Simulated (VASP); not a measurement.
# HfO2 (Fm-3m) in VASP: a series of runs, part 2 of 3

VASP 6.6.1. Earlier steps stand in the parts before.

### Step 4. Single point, PBEsol

This run uses another cell than the first one, of 11.15 Å³/atom, 1.064 times its volume.

Input file INCAR:

```
SYSTEM = HfO2
PREC = Accurate ; ENCUT = 520
EDIFF = 1E-6 ; ISMEAR = 0
SIGMA = 0.05 ; LREAL = .False.
LASPH = .True. ; NELM = 80
ALGO = Normal ; ISIF = 2
LWAVE = .False. ; LCHARG = .True.
GGA = PS ; LELF = .True.
LVHAR = .True. ; NBANDS = 18
```

Input file KPOINTS:

```
Automatic mesh
0
Gamma
  10 10 10
  0 0 0
```

Input file POSCAR:

```
HfO2
1.0
    0.0000000000      2.5575000000      2.5575000000
    2.5575000000      0.0000000000      2.5575000000
    2.5575000000      2.5575000000      0.0000000000
Hf O
1 2
Direct
    0.0000000000      0.0000000000      0.0000000000
    0.2500000000      0.2500000000      0.2500000000
    0.7500000000      0.7500000000      0.7500000000
```

Started as:

```sh
cat potpaw_PBE.64/Hf_pv/POTCAR potpaw_PBE.64/O/POTCAR > POTCAR
mpirun -np 1 vasp_std > vasp.out
```

Wall time 26 s (1 thread of Intel Xeon Platinum 8375C at 2.90GHz (Ice Lake), shared host); peak memory 0.17 GiB.

Results (log left out):

- Free energy: -31.5586 eV
- Pressure: -13.5 GPa
- Band gap on the k mesh: 3.60 eV, direct

Levels at points of the mesh, in eV from the valence-band top:
| k point | band 7 | band 8 | band 9 | band 10 | band 11 | band 12 | band 13 | band 14 | band 15 | band 16 |
| --- | --- | --- | --- | --- | --- | --- | --- | --- | --- | --- |
| (0.00, 0.00, 0.00) | -5.24 | -5.24 | -0.60 | -0.60 | -0.60 | 3.72 | 3.72 | 5.44 | 10.09 | 10.09 |
| (0.50, 0.00, 0.00) | -4.23 | -3.05 | -2.72 | -1.82 | -1.82 | 4.43 | 4.43 | 6.71 | 8.75 | 9.08 |
| (0.50, 0.50, 0.00) | -3.44 | -3.44 | -1.50 | -1.50 | 0.00 | 3.60 | 5.29 | 6.36 | 7.90 | 7.90 |

Caveat: the PAW data sets were made with another functional, which shifts forces and pressure a little; spin-orbit coupling is left out, which moves the levels of the heavy elements.

### Step 5. Single point, PBEsol

This run uses another cell than the first one, of 11.15 Å³/atom, 1.064 times its volume.

Input file INCAR:

```
ALGO = Normal
EDIFF = 1E-7
ENCUT = 520
GGA = PS
ISIF = 2
ISMEAR = 0
LASPH = T
LCHARG = T
LELF = T
LREAL = F
LVHAR = T
LWAVE = F
NBANDS = 18
NELECT = 21.9
NELM = 100
PREC = Accurate
SIGMA = 0.05
```

Input file KPOINTS:

```
k-points
0
Gamma
  10 10 10
```

POSCAR is that of step 4.

Potentials or basis: VASP PAW PBE potentials, release 64 (Hf_pv, O).

Started as:

```sh
cat potpaw_PBE.64/Hf_pv/POTCAR potpaw_PBE.64/O/POTCAR > POTCAR
mpirun -np 1 vasp_std > vasp.out
```

OUTCAR:

```text
EDIFF = 1E-7
   ENCUT = 520
   GGA = PS
   ISIF = 2
   ISMEAR = 0
   LASPH = T
   LREAL = F
   NELECT = 21.9
   NELM = 100
   PREC = Accurate

 ion  position               nearest neighbor table
   1  0.000  0.000  0.000-   3 2.21   3 2.21   3 2.21   2 2.21   3 2.21   2 2.21   2 2.21   2 2.21

   2  0.250  0.250  0.250-   1 2.21   1 2.21   1 2.21   1 2.21
   3  0.750  0.750  0.750-   1 2.21   1 2.21   1 2.21   1 2.21

  LATTYP: Found a face centered cubic cell.
 ALAT       =     5.1150000000

  Lattice vectors:

 A1 = (   0.0000000000,   2.5575000000,   2.5575000000)
 A2 = (   2.5575000000,   0.0000000000,   2.5575000000)
 A3 = (   2.5575000000,   2.5575000000,   0.0000000000)

Analysis of symmetry for initial positions (statically):
=====================================================================
 Subroutine PRICEL returns:
 Original cell was already a primitive cell.

 Routine SETGRP: Setting up the symmetry group for a
 face centered cubic supercell.

 Subroutine GETGRP returns: Found 48 space group operations
 (whereof 48 operations were pure point group operations)
 out of a pool of 48 trial point group operations.

The static configuration has the point symmetry O_h .

Analysis of symmetry for dynamics (positions and initial velocities):
=====================================================================
 Subroutine PRICEL returns:
 Original cell was already a primitive cell.

 Routine SETGRP: Setting up the symmetry group for a
 face centered cubic supercell.

 Subroutine GETGRP returns: Found 48 space group operations
 (whereof 48 operations were pure point group operations)
 out of a pool of 48 trial point group operations.

The dynamic configuration has the point symmetry O_h .

 Subroutine INISYM returns: Found 48 space group operations
 (whereof 48 operations are pure point group operations),
 and found     1 'primitive' translations

----------------------------------------------------------------------------------------

                                     Primitive cell

  volume of cell :      33.4562

  direct lattice vectors                    reciprocal lattice vectors
     0.000000000  2.557500000  2.557500000    -0.195503421  0.195503421  0.195503421
     2.557500000  0.000000000  2.557500000     0.195503421 -0.195503421  0.195503421
     2.557500000  2.557500000  0.000000000     0.195503421  0.195503421 -0.195503421

  length of vectors
     3.616851186  3.616851186  3.616851186     0.338621859  0.338621859  0.338621859

  position of ions in fractional coordinates (direct lattice)
     0.000000000  0.000000000  0.000000000
     0.250000000  0.250000000  0.250000000
     0.750000000  0.750000000  0.750000000

  ion indices of the primitive-cell ions
   primitive index   ion index
                 1           1
                 2           2
                 3           3

----------------------------------------------------------------------------------------

 KPOINTS: k-points

Automatic generation of k-mesh.
 Grid dimensions read from file:
 generate k-points for:   10   10   10

 Generating k-lattice:

  Cartesian coordinates                     Fractional coordinates (reciprocal lattice)
    -0.019550342  0.019550342  0.019550342     0.100000000  0.000000000  0.000000000
     0.019550342 -0.019550342  0.019550342     0.000000000  0.100000000  0.000000000
     0.019550342  0.019550342 -0.019550342     0.000000000  0.000000000  0.100000000

  Length of vectors
     0.033862186  0.033862186  0.033862186

  Shift w.r.t. Gamma in fractional coordinates (k-lattice)
     0.000000000  0.000000000  0.000000000

 Subroutine IBZKPT returns following result:
 ===========================================

 Found     47 irreducible k-points:

 Following reciprocal coordinates:
            Coordinates               Weight
  0.000000  0.000000  0.000000      1.000000
  0.100000  0.000000  0.000000      8.000000
  0.200000  0.000000  0.000000      8.000000
  0.300000  0.000000  0.000000      8.000000
  0.400000  0.000000  0.000000      8.000000
  0.500000  0.000000  0.000000      4.000000
[... 16 lines left out ...]
  0.300000  0.300000  0.000000      6.000000
  0.400000  0.300000  0.000000     24.000000
 [... further k-points ...]
   k-points           NKPTS =     47   k-points in BZ     NKDIM =     47   number of bands    NBANDS=     18
   number of dos      NEDOS =    301   number of ions     NIONS =      3
   total plane-waves  NPLWV =  21952
   dimension x,y,z NGX =    28 NGY =   28 NGZ =   28
   dimension x,y,z NGXF=    56 NGYF=   56 NGZF=   56
   ions per type =               1   2
   NGX,Y,Z   is equivalent  to a cutoff of  12.87, 12.87, 12.87 a.u.
   NGXF,Y,Z  is equivalent  to a cutoff of  25.74, 25.74, 25.74 a.u.
 SYSTEM =  unknown system
   PREC   = accura    normal or accurate (medium, high low for compatibility)
   ISTART =      0    job   : 0-new  1-cont  2-samecut
   ICHARG =      2    charge: 1-file 2-atom 10-const
   ISPIN  =      1    spin polarized calculation?
   LNONCOLLINEAR =      F non collinear calculations
   LSORBIT =      F    spin-orbit coupling
   LASPH  =      T    aspherical Exc in radial PAW
   ENCUT  =  520.0 eV  38.22 Ry    6.18 a.u.   6.72  6.72  6.72*2*pi/ulx,y,z
   NELM   =    100;   NELMIN=  2; NELMDL= -5     # of ELM steps
   EDIFF  = 0.1E-06   stopping-criterion for ELM
   LREAL  =      F    real-space projection
   EDIFFG = 0.1E-05   stopping-criterion for IOM
   NSW    =      0    number of steps for IOM
   IBRION =     -1    ionic relax: 0-MD 1-quasi-New 2-CG
   NFREE  =      0    steps in history (QN), initial steepest desc. (CG)
   ISIF   =      2    stress and relaxation
   ISYM   =      2    0-nonsym 1-usesym 2-fastsym
   POTIM  = 0.5000    time-step for ionic-motion
   TEBEG  =    0.0;   TEEND  =   0.0 temperature during run
   PSTRESS=    0.0 pullay stress
   NELECT =      21.9000    total number of electrons
   NUPDOWN=      -1.0000    fix difference up-down
   EMIN   =  10.00;   EMAX   =-10.00  energy-range for DOS
   EFERMI =   0.00;   METHOD = LEGACY
   ISMEAR =     0;   SIGMA  =   0.05  broadening in eV -4-tet -1-fermi 0-gaus
   EFERMI_NEDOS =   21; number of points for ismear=-14 and -15
   IALGO  =     38    algorithm
   IMIX   =      4    mixing-type and parameters
     AMIX     =   0.40;   BMIX     =  1.00
     AMIX_MAG =   1.60;   BMIX_MAG =  1.00
  volume/ion in A,a.u.               =      11.15        75.26
  Fermi-wavevector in a.u.,A,eV,Ry     =   1.421447  2.686145 27.490715  2.020511
  Thomas-Fermi vector in A             =   2.542255
   LORBIT       =      0    0 simple, 1 ext, 2 COOP (PROOUT), +10 PAW based schemes
   GGA     = PS    functional components
   LHFCALC =     F    Hartree Fock is set to
   AEXX    =    0.0000 exact exchange contribution
   IVDW    =     0    specifies the selected vdW correction
   LEPSILON=     F    determine dielectric tensor
   LRPA    =     F    only Hartree local field effects (RPA)
 non-spin polarized calculation
 Gauss-broadening in eV      SIGMA  =   0.05
  energy-cutoff  :      520.00
  volume of cell :       33.46
 maximum number of plane-waves:       934
   NGX = 13   NGY = 13   NGZ = 13

 number of electron      21.8999993 magnetization

 Free energy of the ion-electron system (eV)
  ---------------------------------------------------
  ext. energy  EPLUGINS =         0.00000000
  ---------------------------------------------------
  free energy    TOTEN  =       -31.93027351 eV

  energy without entropy =      -31.92929760  energy(sigma->0) =      -31.92978555

 E-fermi :   3.5904     XC(G=0): -11.9308

 val. band max:        3.4844173655   @ k =  -0.4000   0.4000   0.1000
 cond. band min:       3.5952670735   @ k =   0.5000   0.4000   0.0000
 fundamental gap:      0.1108497080
 Fermi energy:         3.5904495377

 k-point     1 :       0.0000    0.0000    0.0000
  band No.  band energies     occupation
      1     -25.8168      2.00000
      2     -25.8168      2.00000
      3     -25.8168      2.00000
      4     -14.6742      2.00000
      5     -11.7332      2.00000
      6      -1.3690      2.00000
[... 10 lines left out ...]
     17      13.9759      0.00000
     18      17.2847      0.00000
[... 463 lines left out ...]
 k-point    24 :       0.4000    0.3000    0.0000
  band No.  band energies     occupation
      1     -26.1470      2.00000
      2     -25.9180      2.00000
      3     -25.9031      2.00000
      4     -13.0965      2.00000
      5     -12.7397      2.00000
      6      -1.4993      2.00000
[... 10 lines left out ...]
     17      13.8389      0.00000
     18      17.1501      0.00000

 [... further k-points ...]
[... 5 lines left out ...]
  --------------------------------------------------------------------------------------
  -------------------------------------------------------------------------------------
  Total       -3.6477461     -3.6477461     -3.6477461     -0.0000000      0.0000000     -0.0000000
  in kB     -174.6860652   -174.6860652   -174.6860652     -0.0000000      0.0000000     -0.0000000
  external PRESSURE =    -174.6860652 kB  Pullay stress =       0.0000000 kB

 VOLUME and BASIS-vectors are now :
 -----------------------------------------------------------------------------
  energy-cutoff  :      520.00
  volume of cell :       33.46
      direct lattice vectors                 reciprocal lattice vectors
     0.000000000  2.557500000  2.557500000    -0.195503421  0.195503421  0.195503421
     2.557500000  0.000000000  2.557500000     0.195503421 -0.195503421  0.195503421
     2.557500000  2.557500000  0.000000000     0.195503421  0.195503421 -0.195503421

 POSITION                                       TOTAL-FORCE (eV/Angst)
 -----------------------------------------------------------------------------------
      0.00000      0.00000      0.00000        -0.000000      0.000000     -0.000000
      1.27875      1.27875      1.27875        -0.000000      0.000000     -0.000000
      3.83625      3.83625      3.83625         0.000000     -0.000000      0.000000
 -----------------------------------------------------------------------------------
    total drift:                                0.000000      0.000000      0.000000

  FREE ENERGIE OF THE ION-ELECTRON SYSTEM (eV)
  ---------------------------------------------------
  free  energy   TOTEN  =       -31.9302735081 eV

  energy  without entropy=      -31.9292976015  energy(sigma->0) =      -31.92978555
```

OSZICAR:

```text
N       E                     dE             d eps       ncg     rms          rms(c)
DAV:   1     0.861523444113E+02    0.86152E+02   -0.11854E+04  1692   0.114E+03
DAV:   2    -0.330598569520E+02   -0.11921E+03   -0.11559E+03  2226   0.281E+02
DAV:   3    -0.368868164348E+02   -0.38270E+01   -0.37939E+01  1938   0.444E+01
DAV:   4    -0.369083234577E+02   -0.21507E-01   -0.21503E-01  2080   0.377E+00
DAV:   5    -0.369084617849E+02   -0.13833E-03   -0.13833E-03  1908   0.279E-01    0.463E+01
DAV:   6    -0.321207599503E+02    0.47877E+01   -0.16921E+01  1734   0.289E+01    0.399E+01
DAV:   7    -0.319843249355E+02    0.13644E+00   -0.62309E-01  1908   0.650E+00    0.274E+01
DAV:   8    -0.319516556741E+02    0.32669E-01   -0.29594E-01  1856   0.478E+00    0.806E+00
DAV:   9    -0.319303121982E+02    0.21343E-01   -0.60815E-02  1772   0.208E+00    0.274E+00
DAV:  10    -0.319302740251E+02    0.38173E-04   -0.30277E-03  2018   0.412E-01    0.842E-02
DAV:  11    -0.319302694186E+02    0.46064E-05   -0.15059E-04  1848   0.994E-02    0.182E-01
DAV:  12    -0.319302729808E+02   -0.35621E-05   -0.20602E-05  1900   0.318E-02    0.323E-03
DAV:  13    -0.319302734533E+02   -0.47249E-06   -0.66188E-07  2020   0.623E-03    0.192E-03
DAV:  14    -0.319302735081E+02   -0.54853E-07   -0.54614E-08  1538   0.152E-03
   1 F= -.31930274E+02 E0= -.31929786E+02  d E =-.975907E-03
```

stdout:

```text
POSCAR found type information on POSCAR HfO
 POSCAR found :  2 types and       3 ions
 scaLAPACK will be used
 -----------------------------------------------------------------------------
|                                                                             |
|                                                                             |
|     You enforced a specific xc type in the INCAR file but a different       |
|     I HOPE YOU KNOW WHAT YOU ARE DOING!                                     |
|                                                                             |
 -----------------------------------------------------------------------------

 LDA part: xc-table for (Slater+PW92), standard interpolation
 POSCAR, INCAR and KPOINTS ok, starting setup
 FFT: planning ... GRIDC
 FFT: planning ... GRID_SOFT
 FFT: planning ... GRID
 WAVECAR not read
 entering main loop
 the old and the new charge density differ
 old charge density:    22.00000 new   21.90000
    0.463E+01
```

Run time: 27 s. Hardware: 1 thread of Intel Xeon Platinum 8375C at 2.90GHz (Ice Lake), shared host; peak memory 0.17 GiB.

Results:

```
Free energy : -31.9303 eV
```

Caveat: the cell carries a net charge on a neutralising background, which shifts energy and pressure; the cell is charged against a uniform background, so pressure and absolute levels hang on convention; the PAW data sets were made with another functional, which shifts forces and pressure a little; spin-orbit coupling is left out, which moves the levels of the heavy elements.

(Continued in part 3 of 3.)
